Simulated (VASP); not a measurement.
Set up this calculation in VASP 6.6.1, as the native input.

| Property | Result |
| --- | --- |
| Task | single point |
| Functional | LDA |
| Potentials or basis | VASP PAW LDA potentials, release 64 (Mo_sv) |
| Cutoff | 520 eV |
| k mesh | 11 × 11 × 11 |
| Occupations | fermi-dirac, width 0.1 eV |
| Spin | no spin polarisation |
| Dipole correction | no |
| Further INCAR settings | ALGO = Normal; EDIFF = 1e-06; NBANDS = 21 |

The structure of Mo lies in POSCAR:

```
Mo
1.0
    0.0000000000      2.6687004770      2.6687004770
    2.6687004770      0.0000000000      2.6687004770
    2.6687004770      2.6687004770      0.0000000000
Mo
2
Direct
    0.1250000000      0.1250000000      0.1250000000
    0.8750000000      0.8750000000      0.8750000000
```

This cell differs from its parent crystal: volume scaled by 0.88.

One way to write it, as run:

INCAR

```
PREC = Accurate
ENCUT = 520
EDIFF = 1E-6
ISMEAR = -1
SIGMA = 0.1
LREAL = F
LASPH = T
NELM = 80
ALGO = Normal
ISIF = 2
LWAVE = F
LCHARG = F
NBANDS = 21
```

KPOINTS

```
regular mesh
0
Gamma
  11 11 11
```

Potentials or basis: VASP PAW LDA potentials, release 64 (Mo_sv).

Command:

```bash
$ cat potpaw_LDA.64/Mo_sv/POTCAR > POTCAR
$ mpirun -np 1 vasp_std > vasp.out
```

It gave:

```yaml
Pressure: 22.0 GPa
Band_gap_on_the_k_mesh: zero (band 14 reaches 9.40 eV, above the bottom of band 15 at 8.87 eV)
```

It took 17 s on 1 thread of AMD EPYC 9R45 96-Core Processor (Zen 5), with other jobs on the host, peak memory 0.13 GiB.
